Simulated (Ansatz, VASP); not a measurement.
AgI: VASP beside Ansatz

INCAR

```
SYSTEM = AgI
PREC = Accurate ; ENCUT = 500
EDIFF = 1E-6 ; ISMEAR = 0
SIGMA = 0.1 ; LREAL = .False.
LASPH = .True. ; NELM = 120
ALGO = Normal ; ISIF = 2
LWAVE = .False. ; LCHARG = .False.
GGA = RE ; NBANDS = 16
GGA_COMPAT = .False.
```

The input KPOINTS:

```
regular mesh
0
Gamma
  4 4 4
  0 0 0
```

The input POSCAR:

```
AgI
1.0
    0.0000000000      3.2820957782      3.2820957782
    3.2820957782      0.0000000000      3.2820957782
    3.2820957782      3.2820957782      0.0000000000
Ag I
1 1
Direct
    0.0000000000      0.0000000000      0.0000000000
    0.7500000000      0.7500000000      0.7500000000
```

Input for Ansatz:

```yaml
crystal:
  lattice:
    - [0.0, 3.2820957782, 3.2820957782]
    - [3.2820957782, 0.0, 3.2820957782]
    - [3.2820957782, 3.2820957782, 0.0]
  atoms:
    - { symbol: Ag, position: [0.0, 0.0, 0.0] }
    - { symbol: I, position: [0.75, 0.75, 0.75] }
basis:
  ecutwfc: "18 Ha"
  ecutrho_ratio: 6
kpoints:
  mp_grid: { grid: [4, 4, 4] }
hamiltonian:
  xc: revpbe
scf:
  occupations: { method: gaussian, width: 0.1 }
output:
  forces: true
  stress: true
  eigenvalues: true
```

Alike in both runs: task single point; functional revPBE; k mesh 4 × 4 × 4; occupations gaussian, width 0.1 eV; no spin polarisation.

|  | VASP | Ansatz |
| --- | --- | --- |
| version | VASP 6.6.1 | Ansatz 0.2.0 |
| potentials or method | VASP PAW PBE potentials, release 64 (Ag, I), cutoff 500 eV | scalar-relativistic, plane waves, PAW |
| valence electrons in the cell | 18 | 36 |

```tsv
	VASP	Ansatz	Ansatz less VASP
gap on the k mesh at the Fermi level (eV)	1.49	1.49	0.000
least direct gap on the mesh (eV)	1.49	1.49	0.000
pressure (GPa)	2.2	2.3	+0.04
```

VASP's potentials were made for PBE, not for revPBE. VASP's potentials hold 18 valence electrons a cell and Ansatz's 36, so a difference there can come from the potentials and not from the codes.

Neither program's run includes spin-orbit coupling.
